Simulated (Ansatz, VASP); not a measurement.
# KI: VASP beside Ansatz

Contents of POSCAR:

```
KI
1.0
    0.0000000000      3.5445661619      3.5445661619
    3.5445661619      0.0000000000      3.5445661619
    3.5445661619      3.5445661619      0.0000000000
K I
1 1
Direct
    0.0000000000      0.0000000000      0.0000000000
    0.5000000000      0.5000000000      0.5000000000
```

The input INCAR.step1:

```
  PREC = Accurate
  ENCUT = 520
  ISMEAR = 0
  SIGMA = 0.01
  LREAL = F
  LASPH = T
  NELM = 80
  NBANDS = 15
  GGA = PE
  ALGO = Normal
  EDIFF = 1E-4
  LWAVE = T
  LCHARG = F
```

Contents of INCAR.step2:

```
  PREC = Accurate
  ENCUT = 520
  EDIFF = 1E-6
  ISMEAR = 0
  SIGMA = 0.01
  LREAL = F
  LASPH = T
  NELM = 80
  ALGO = Normal
  ISIF = 2
  LWAVE = F
  LCHARG = F
  METAGGA = R2SCAN
  LMIXTAU = T
  NBANDS = 15
  ISTART = 1
```

KPOINTS

```
regular mesh
0
Gamma
  4 4 4
```

Input for Ansatz:

```yaml
crystal:
  lattice:
    - [0.0, 3.5445661619, 3.5445661619]
    - [3.5445661619, 0.0, 3.5445661619]
    - [3.5445661619, 3.5445661619, 0.0]
  atoms:
    - { symbol: K, position: [0.0, 0.0, 0.0] }
    - { symbol: I, position: [0.5, 0.5, 0.5] }
kpoints:
  mp_grid: { grid: [4, 4, 4] }
hamiltonian:
  xc: r2scan
scf:
  occupations: { method: fixed }
output:
  optics:
    e_range: [0.5, 15]
    de: 0.1
    sigma: 0.25
    scissors: 0.6
    scheme: fermi_dirac
    bands: { spectra_wanted_up_to: 15 }
```

Alike in both runs: task single point; functional r2SCAN; k mesh 4 × 4 × 4; no spin polarisation.

|  | VASP | Ansatz |
| --- | --- | --- |
| version | VASP 6.6.1 | Ansatz 0.2.0 |
| potentials or method | VASP PAW PBE potentials, release 64 (K_sv, I) | plane waves, PAW |
| plane-wave cutoff (eV) | 520 | 500 |
| occupations | gaussian, width 0.01 eV | fixed |
| valence electrons in the cell | 16 | 26 |

```csv
,VASP,Ansatz,Ansatz less VASP
gap on the k mesh at the Fermi level (eV),4.58,4.58,+0.003
```

VASP's potentials were made for PBE, not for r2SCAN. VASP's potentials hold 16 valence electrons a cell and Ansatz's 26, so a difference there can come from the potentials and not from the codes.

Spin-orbit coupling is off throughout.
